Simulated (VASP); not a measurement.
Write the native input for VASP 6.6.1 that does the following.

```yaml
Task: single point
Functional: PBEsol
Potentials_or_basis: VASP PAW PBE potentials, release 64 (Al, Cu)
Cutoff: 520 eV
k_mesh: 16 × 16 × 16
Occupations: gaussian, width 0.15 eV
Spin: no spin polarisation
Dipole_correction: no
Further_INCAR_settings: ALGO = Fast; EDIFF = 1e-07; NBANDS = 16
```

The structure of Al2Cu lies in POSCAR:

```
Al2Cu
1.0
   -1.9942620736      1.9942620736      2.8200684608
    1.9942620736     -1.9942620736      2.8200684608
    1.9942620736      1.9942620736     -2.8200684608
Al Cu
2 1
Direct
    0.7500000000      0.2500000000      0.5000000000
    0.2500000000      0.7500000000      0.5000000000
    0.5000000000      0.5000000000      0.0000000000
```

This cell differs from its parent crystal: strain -0.015 along x and y, -0.015 along z.

The input as run:

INCAR

```
SYSTEM = Al2Cu
PREC = Accurate ; ENCUT = 520
EDIFF = 1E-7 ; ISMEAR = 0
SIGMA = 0.15 ; LREAL = .FALSE.
LASPH = .TRUE. ; NELM = 100
ALGO = Fast ; ISIF = 2
LWAVE = .FALSE. ; LCHARG = .FALSE.
GGA = PS ; NBANDS = 16
```

KPOINTS

```
Automatic mesh
0
G
  16 16 16
  0 0 0
```

Potentials or basis: VASP PAW PBE potentials, release 64 (Al, Cu).

Command:

```bash
$ cat potpaw_PBE.64/Al/POTCAR potpaw_PBE.64/Cu/POTCAR > POTCAR
$ mpirun -np 1 vasp_std > vasp.out
```

It gave:

```
Pressure               : 5.6 GPa
Band gap on the k mesh : zero (an odd number of electrons rules out a gap without spin polarisation)
```

Caveat: the cell differs from its parent crystal (strain -0.015 along x and y, -0.015 along z); the cell stands under pressure; the PAW data sets were made with another functional, which shifts forces and pressure a little.

Run time: 9.1 min on 1 thread of Intel Xeon 8259CL (shared host), peak memory 0.37 GiB.
